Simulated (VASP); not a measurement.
# Zn (P6/mmm) in VASP: a series of runs, part 2 of 2

VASP 6.6.1. Earlier steps stand in the parts before.

## Step 4: Relaxation of cell and atoms, PBE, target pressure 120 GPa, at which the enthalpy is minimised

Contents of INCAR:

```
SYSTEM = Zn
  PREC = Accurate
  ENCUT = 600
  EDIFF = 1E-7
  ISMEAR = -1
  SIGMA = 0.1
  LREAL = .FALSE.
  LASPH = .TRUE.
  NELM = 60
  ALGO = Normal
  ISIF = 3
  LWAVE = .FALSE.
  LCHARG = .FALSE.
  GGA = PE
  IBRION = 2
  NSW = 60
  EDIFFG = -0.005
  PSTRESS = 1200.0
```

Contents of KPOINTS:

```
Automatic mesh
0
G
  10 10 13
  0 0 0
```

Contents of POSCAR:

```
Zn
1.0
    3.7274272158      0.0000000000      0.0000000000
   -1.8637136079      3.2280466596      0.0000000000
    0.0000000000      0.0000000000      2.3110048738
Zn
3
Direct
    0.0000000000      0.0000000000      0.0000000000
    0.3333333333      0.6666666667      0.5000000000
    0.6666666667      0.3333333333      0.5000000000
```

Potentials or basis: VASP PAW PBE potentials, release 64 (Zn).

On the command line:

```
> cat potpaw_PBE.64/Zn/POTCAR > POTCAR
> mpirun -np 1 vasp_std > vasp.out
```

OUTCAR:

```text
SYSTEM = Zn
   PREC = Accurate
   ENCUT = 600
   EDIFF = 1E-7
   ISMEAR = -1
   LREAL = .FALSE.
   LASPH = .TRUE.
   NELM = 60
   ISIF = 3
   GGA = PE
   IBRION = 2
   NSW = 60
   EDIFFG = -0.005
   PSTRESS = 1200.0

 ion  position               nearest neighbor table
   1  0.000  0.000  0.000-   2 2.44   3 2.44   2 2.44   3 2.44   2 2.44   2 2.44   3 2.44   3 2.44
                             3 2.44   3 2.44   2 2.44   2 2.44
   2  0.333  0.667  0.500-   3 2.15   3 2.15   3 2.15   1 2.44   1 2.44   1 2.44   1 2.44   1 2.44
                             1 2.44
   3  0.667  0.333  0.500-   2 2.15   2 2.15   2 2.15   1 2.44   1 2.44   1 2.44   1 2.44   1 2.44
                             1 2.44

  LATTYP: Found a hexagonal cell.
 ALAT       =     3.7274272158
 C/A-ratio  =     0.6200000000

  Lattice vectors:

 A1 = (   3.7274272158,   0.0000000000,   0.0000000000)
 A2 = (  -1.8637136079,   3.2280466596,   0.0000000000)
 A3 = (   0.0000000000,   0.0000000000,   2.3110048738)

Analysis of symmetry for initial positions (statically):
=====================================================================
 Subroutine PRICEL returns:
 Original cell was already a primitive cell.

 Routine SETGRP: Setting up the symmetry group for a
 hexagonal supercell.

 Subroutine GETGRP returns: Found 24 space group operations
 (whereof 24 operations were pure point group operations)
 out of a pool of 24 trial point group operations.

The static configuration has the point symmetry D_6h.

Analysis of symmetry for dynamics (positions and initial velocities):
=====================================================================
 Subroutine PRICEL returns:
 Original cell was already a primitive cell.

 Routine SETGRP: Setting up the symmetry group for a
 hexagonal supercell.

 Subroutine GETGRP returns: Found 24 space group operations
 (whereof 24 operations were pure point group operations)
 out of a pool of 24 trial point group operations.

The dynamic configuration has the point symmetry D_6h.

 Subroutine INISYM returns: Found 24 space group operations
 (whereof 24 operations are pure point group operations),
 and found     1 'primitive' translations

----------------------------------------------------------------------------------------

                                     Primitive cell

  volume of cell :      27.8067

  direct lattice vectors                    reciprocal lattice vectors
     3.727427216  0.000000000  0.000000000     0.268281563  0.154892433  0.000000000
    -1.863713608  3.228046660  0.000000000     0.000000000  0.309784865  0.000000000
     0.000000000  0.000000000  2.311004874     0.000000000  0.000000000  0.432712199

  length of vectors
     3.727427216  3.727427216  2.311004874     0.309784865  0.309784865  0.432712199

  position of ions in fractional coordinates (direct lattice)
     0.000000000  0.000000000  0.000000000
     0.333333333  0.666666667  0.500000000
     0.666666667  0.333333333  0.500000000

  ion indices of the primitive-cell ions
   primitive index   ion index
                 1           1
                 2           2
                 3           3

[... 25 lines left out ...]

 Following reciprocal coordinates:
            Coordinates               Weight
  0.000000  0.000000  0.000000      1.000000
  0.100000  0.000000  0.000000      6.000000
  0.200000  0.000000  0.000000      6.000000
  0.300000  0.000000  0.000000      6.000000
  0.400000 -0.000000  0.000000      6.000000
  0.500000  0.000000  0.000000      3.000000
[... 16 lines left out ...]
  0.300000  0.100000  0.076923     24.000000
  0.400000  0.100000  0.076923     24.000000
 [... further k-points ...]
   k-points           NKPTS =     98   k-points in BZ     NKDIM =     98   number of bands    NBANDS=     22
   number of dos      NEDOS =    301   number of ions     NIONS =      3
   total plane-waves  NPLWV =  16200
   dimension x,y,z NGX =    30 NGY =   30 NGZ =   18
   dimension x,y,z NGXF=    60 NGYF=   60 NGZF=   36
   ions per type =               3
   NGX,Y,Z   is equivalent  to a cutoff of  13.38, 13.38, 12.95 a.u.
   NGXF,Y,Z  is equivalent  to a cutoff of  26.76, 26.76, 25.90 a.u.
 SYSTEM =  Zn
   PREC   = accura    normal or accurate (medium, high low for compatibility)
   ISTART =      0    job   : 0-new  1-cont  2-samecut
   ICHARG =      2    charge: 1-file 2-atom 10-const
   ISPIN  =      1    spin polarized calculation?
   LNONCOLLINEAR =      F non collinear calculations
   LSORBIT =      F    spin-orbit coupling
   LASPH  =      T    aspherical Exc in radial PAW
   ENCUT  =  600.0 eV  44.10 Ry    6.64 a.u.   7.44  7.44  4.62*2*pi/ulx,y,z
   NELM   =     60;   NELMIN=  2; NELMDL= -5     # of ELM steps
   EDIFF  = 0.1E-06   stopping-criterion for ELM
   LREAL  =      F    real-space projection
   EDIFFG = -.5E-02   stopping-criterion for IOM
   NSW    =     60    number of steps for IOM
   IBRION =      2    ionic relax: 0-MD 1-quasi-New 2-CG
   NFREE  =      1    steps in history (QN), initial steepest desc. (CG)
   ISIF   =      3    stress and relaxation
   ISYM   =      2    0-nonsym 1-usesym 2-fastsym
   POTIM  = 0.5000    time-step for ionic-motion
   TEBEG  =    0.0;   TEEND  =   0.0 temperature during run
   PSTRESS= 1200.0 pullay stress
   NELECT =      36.0000    total number of electrons
   NUPDOWN=      -1.0000    fix difference up-down
   EMIN   =  10.00;   EMAX   =-10.00  energy-range for DOS
   EFERMI =   0.00;   METHOD = LEGACY
   ISMEAR =    -1;   SIGMA  =   0.10  broadening in eV -4-tet -1-fermi 0-gaus
   EFERMI_NEDOS =   21; number of points for ismear=-14 and -15
   IALGO  =     38    algorithm
   IMIX   =      4    mixing-type and parameters
     AMIX     =   0.40;   BMIX     =  1.00
     AMIX_MAG =   1.60;   BMIX_MAG =  1.00
  volume/ion in A,a.u.               =       9.27        62.55
  Fermi-wavevector in a.u.,A,eV,Ry     =   1.784264  3.371770 43.315469  3.183597
  Thomas-Fermi vector in A             =   2.848285
   LORBIT       =      0    0 simple, 1 ext, 2 COOP (PROOUT), +10 PAW based schemes
   GGA     = PE    functional components
   LHFCALC =     F    Hartree Fock is set to
   AEXX    =    0.0000 exact exchange contribution
   IVDW    =     0    specifies the selected vdW correction
   LEPSILON=     F    determine dielectric tensor
   LRPA    =     F    only Hartree local field effects (RPA)
 conjugate gradient relaxation of ions
 non-spin polarized calculation
  energy-cutoff  :      600.00
  volume of cell :       27.81
 maximum number of plane-waves:       941
 NGX is ok and might be reduce to    30
   NGX = 15   NGY = 15   NGZ =  9

--------------------------------------- Ionic step        1  -------------------------------------------

 number of electron      35.9999956 magnetization

 Free energy of the ion-electron system (eV)
  ---------------------------------------------------
  ext. energy  EPLUGINS =         0.00000000
  ---------------------------------------------------
  free energy    TOTEN  =         1.51277663 eV

  energy without entropy =        1.53224968  energy(sigma->0) =        1.52251316

------------------------ aborting loop because EDIFF is reached ----------------------------------------

  FORCE on cell =-STRESS in cart. coord.  units (eV):
  Direction    XX          YY          ZZ          XY          YZ          ZX
  --------------------------------------------------------------------------------------
  -------------------------------------------------------------------------------------
  Total       23.1091130     23.1091130     21.3838433      0.0000000     -0.0000000      0.0000000
  in kB     1331.5087404   1331.5087403   1232.1015642      0.0000000     -0.0000000      0.0000000
  external PRESSURE =      98.3730150 kB  Pullay stress =    1200.0000000 kB
[... 182 lines left out ...]
--------------------------------------- Ionic step        6  -------------------------------------------

 number of electron      36.0000000 magnetization

 Free energy of the ion-electron system (eV)
  ---------------------------------------------------
  ext. energy  EPLUGINS =         0.00000000
  ---------------------------------------------------
  free energy    TOTEN  =         1.13121374 eV

  energy without entropy =        1.15005803  energy(sigma->0) =        1.14063589

 E-fermi :   8.3456     XC(G=0): -14.3123

 val. band max:        8.3088430309   @ k =   0.2000   0.0000   0.3846
 cond. band min:       8.4136131033   @ k =   0.1000   0.0000   0.2308
 fundamental gap:      0.1047700724
 Fermi energy:         8.3455572064

 k-point     1 :       0.0000    0.0000    0.0000
  band No.  band energies     occupation
      1      -7.5195      2.00000
      2      -3.6462      2.00000
      3      -2.4988      2.00000
      4      -2.4988      2.00000
      5      -2.4700      2.00000
      6      -2.4075      2.00000
[... 589 lines left out ...]
     21      19.2050      0.00000
     22      20.4234      0.00000

 [... further k-points ...]
[... 5 lines left out ...]
  --------------------------------------------------------------------------------------
  -------------------------------------------------------------------------------------
  Total       21.1920533     21.1920533     21.1890876      0.0000000     -0.0000000      0.0000000
  in kB     1200.6075188   1200.6075187   1200.4395003      0.0000000     -0.0000000      0.0000000
  external PRESSURE =       0.5515126 kB  Pullay stress =    1200.0000000 kB
[... 22 lines left out ...]
  energy  without entropy=        1.1500580274  energy(sigma->0) =        1.14063589

  enthalpy is  TOTEN    =        22.3125437015 eV   P V=       21.1813299569

 reached required accuracy - stopping structural energy minimisation
```

Wall time 3.7 min (1 thread of Intel Xeon 6975P-C, shared host); peak memory 0.19 GiB.

What came out:

* Free energy: 1.1312 eV
* Relaxed volume: 9.43 Å³/atom
* Relaxed cell: a = 3.776 Å, b = 3.776 Å, c = 2.291 Å, α = 90.00°, β = 90.00°, γ = 120.00°
* Space group after relaxing (to 0.05 Å): P6/mmm (No. 191)
* Energy change on relaxing (the enthalpy is what falls): -127.2 meV/atom
* Ionic steps: 6
* Pressure after relaxing: 120.1 GPa
* Band gap on the k mesh: zero (band 18 reaches 13.04 eV, above the bottom of band 19 at 7.54 eV)

The path:
```
step  energy change (eV)  largest force (eV/Å)  pressure (GPa)  volume (Å³)
   1              0.0000                0.0000          129.84        27.81
   2             -1.5939                0.0000           89.05        30.15
   3             -0.4544                0.0000          118.20        28.39
   4             -0.4406                0.0000          118.53        28.37
   5             -0.3687                0.0000          120.36        28.26
   6             -0.3816                0.0000          120.06        28.28
```

Final structure:
```xyz
3
Lattice="3.7758 0.0000 0.0000 -1.8879 3.2699 0.0000 0.0000 0.0000 2.2905" Properties=species:S:1:pos:R:3 pbc="T T T"
Zn    0.0000    0.0000    0.0000
Zn    0.0000    2.1800    1.1453
Zn    1.8879    1.0900    1.1453
```

Caveat: the cell is relaxed towards a set pressure, so the enthalpy falls and the energy may rise.

## Step 5: Relaxation of cell and atoms, PBE, target pressure 120 GPa, at which the enthalpy is minimised

This run uses another cell than the first one, of 9.39 Å³/atom, 1.013 times its volume.

Contents of INCAR:

```
SYSTEM = Zn
PREC = Accurate
ENCUT = 600
EDIFF = 1E-6
ISMEAR = -1
SIGMA = 0.1
LREAL = .False.
LASPH = .True.
NELM = 100
ALGO = Normal
ISIF = 3
LWAVE = .False.
LCHARG = .False.
GGA = PE
IBRION = 2
NSW = 32
EDIFFG = -0.005
PSTRESS = 1200.0
```

Contents of KPOINTS:

```
regular mesh
0
Gamma
  10 10 13
  0 0 0
```

Contents of POSCAR:

```
Zn
1.0
    3.7710686109      0.0000000000      0.0000000000
   -1.8855343054      3.2658412164      0.0000000000
    0.0000000000      0.0000000000      2.2881611897
Zn
3
Direct
    0.0000000000      0.0000000000      0.0000000000
    0.3333333333      0.6666666667      0.5000000000
    0.6666666667      0.3333333333      0.5000000000
```

On the command line:

```
> cat potpaw_PBE.64/Zn/POTCAR > POTCAR
> mpirun -np 1 vasp_std > vasp.out
```

It took 2.2 min on 1 thread of Intel Xeon 6975P-C, shared host; peak memory 0.18 GiB.

Results (log left out):

```yaml
Free_energy: 1.1317 eV
Relaxed_volume: 9.43 Å³/atom
Relaxed_cell: a = 3.776 Å, b = 3.776 Å, c = 2.291 Å, α = 90.00°, β = 90.00°, γ = 120.00°
Space_group_after_relaxing_to_0.05_Å: P6/mmm (No. 191)
Energy_change_on_relaxing_the_enthalpy_is_what_falls: -24.9 meV/atom
Ionic_steps: 5
Pressure_after_relaxing: 120.0 GPa
Band_gap_on_the_k_mesh: zero (band 18 reaches 13.04 eV, above the bottom of band 19 at 7.54 eV)
```

Stress tensor (GPa, compression positive):
```
120.01   0.00   0.00
  0.00 120.01   0.00
  0.00   0.00 119.92
```

Step by step:
| step | energy change (eV) | largest force (eV/Å) | pressure (GPa) | volume (Å³) |
| --- | --- | --- | --- | --- |
| 1 | 0.0000 | 0.0000 | 121.93 | 28.18 |
| 2 | -0.3408 | 0.0000 | 113.27 | 28.64 |
| 3 | -0.0765 | 0.0000 | 119.90 | 28.28 |
| 4 | -0.0726 | 0.0000 | 120.12 | 28.28 |
| 5 | -0.0747 | 0.0000 | 119.98 | 28.28 |

Final structure:
```
Zn
1.0
     3.77560    0.00000    0.00000
    -1.88780    3.26976    0.00000
     0.00000    0.00000    2.29069
Zn
3
Direct
  0.00000 0.00000 0.00000
  0.33333 0.66667 0.50000
  0.66667 0.33333 0.50000
```

Levels at points of the mesh, in eV from the Fermi level:
```tsv
k point	band 15	band 16	band 17	band 18	band 19	band 20	band 21	band 22
(0.00, 0.00, 0.00)	-8.78	-8.78	-0.10	-0.10	-0.09	-0.09	2.44	2.57
(0.50, 0.00, 0.00)	-9.02	-8.73	-8.65	-5.84	-0.45	10.83	10.85	11.65
```

Caveat: the cell is relaxed towards a set pressure, so the enthalpy falls and the energy may rise.
